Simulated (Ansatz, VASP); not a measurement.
## Cu, level by level in two programs

```
CELL_PARAMETERS angstrom
0.00000 1.83129 1.83129
1.83129 0.00000 1.83129
1.83129 1.83129 0.00000
ATOMIC_POSITIONS crystal
Cu 0.00000 0.00000 0.00000
```

Single points on this cell with VASP 6.6.1 and Ansatz 0.2.0. Each row is one pair of runs. Alike in all rows: spin: off; k mesh: 13 × 13 × 13; smearing: fermi-dirac, width 0.05 eV.

| level | VASP's potentials, cutoff | Ansatz's potentials, cutoff | gap on the k mesh at the Fermi level (eV), VASP | gap on the k mesh at the Fermi level (eV), Ansatz | pressure (GPa), VASP | pressure (GPa), Ansatz |
| --- | --- | --- | --- | --- | --- | --- |
| r2SCAN+rVV10 | VASP PAW PBE potentials, release 64 (Cu), 520 eV | Ansatz PAW, 500 eV | none | none | -11.0 | -11.7 |
| revPBE | VASP PAW PBE potentials, release 64 (Cu_sv_GW), 700 eV | Ansatz PAW, 420 eV | none | none | -4.5 | -0.3 |
| RPBE | VASP PAW PBE potentials, release 64 (Cu), 600 eV | Ansatz PAW, 420 eV | none | none | 1.6 | 1.0 |
| revPBE+D3(BJ) | VASP PAW PBE potentials, release 64 (Cu), 600 eV | Ansatz PAW, 420 eV | none | none | -14.5 | -15.1 |
| BLYP+D4 | VASP PAW PBE potentials, release 64 (Cu), 600 eV | Ansatz PAW, 420 eV | none | none | -9.0 | -9.6 |
| PBE+D3(BJ) | VASP PAW PBE potentials, release 64 (Cu), 600 eV | Ansatz PAW, 420 eV | none | ? | -10.7 | ? |
| PBEsol+D3(BJ) | VASP PAW PBE potentials, release 64 (Cu), 600 eV | Ansatz PAW, 420 eV | none | none | -17.2 | -18.0 |
| RPBE+D3(BJ) | VASP PAW PBE potentials, release 64 (Cu), 600 eV | Ansatz PAW, 420 eV | none | none | - | - |

Q: Fill in what Ansatz gave in row 6.

A: gap on the k mesh at the Fermi level (eV): none; pressure (GPa): -11.3.

VASP's potentials hold 11 valence electrons a cell and Ansatz's 19 in some rows, so a difference there can come from the potentials and not from the codes.

A gap of «none» marks a metal or a gap that the smearing closes.
